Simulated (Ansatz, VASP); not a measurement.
# Al12H: VASP beside Ansatz

```xyz
13
Lattice="5.6315 0.0000 0.0000 -2.8157 4.8770 0.0000 0.0000 0.0000 21.5684" Properties=species:S:1:pos:R:3 pbc="T T T"
Al    1.4079    0.8128    4.0000
Al    0.0000    3.2513    4.0000
Al    4.2236    0.8128    4.0000
Al    2.8157    3.2513    4.0000
Al    0.0000    1.6257    6.2849
Al   -1.4079    4.0642    6.2849
Al    2.8157    1.6257    6.2849
Al    1.4079    4.0642    6.2849
Al    0.0000    0.0000    8.5684
Al   -1.4079    2.4385    8.5684
Al    2.8157    0.0000    8.5684
Al    1.4079    2.4385    8.5684
H    -0.2346    0.4064   11.5684
```

Alike in both runs: task single point; functional PBE; dispersion D3(BJ); k mesh 6 × 6 × 1; occupations gaussian, width 0.1 eV; no spin polarisation.

|  | VASP | Ansatz |
| --- | --- | --- |
| version | VASP 6.6.1 | Ansatz 0.2.0 |
| potentials or method | VASP PAW PBE potentials, release 64 (Al, H), cutoff 520 eV | scalar-relativistic, plane waves, PAW |
| valence electrons in the cell | 37 | 37 |

|  | VASP | Ansatz | Ansatz less VASP |
| --- | --- | --- | --- |
| gap on the k mesh at the Fermi level (eV) | none | none | - |
| rms of the force components (eV/Å) | 0.246 | 0.246 | -0.0001 |
| work function, face that differs most (eV) | 3.95 | 3.95 | -0.002 |

Atom by atom the forces differ by 0.000 eV/Å (rms over components). A gap of «none» marks a metal or a gap that the smearing closes.
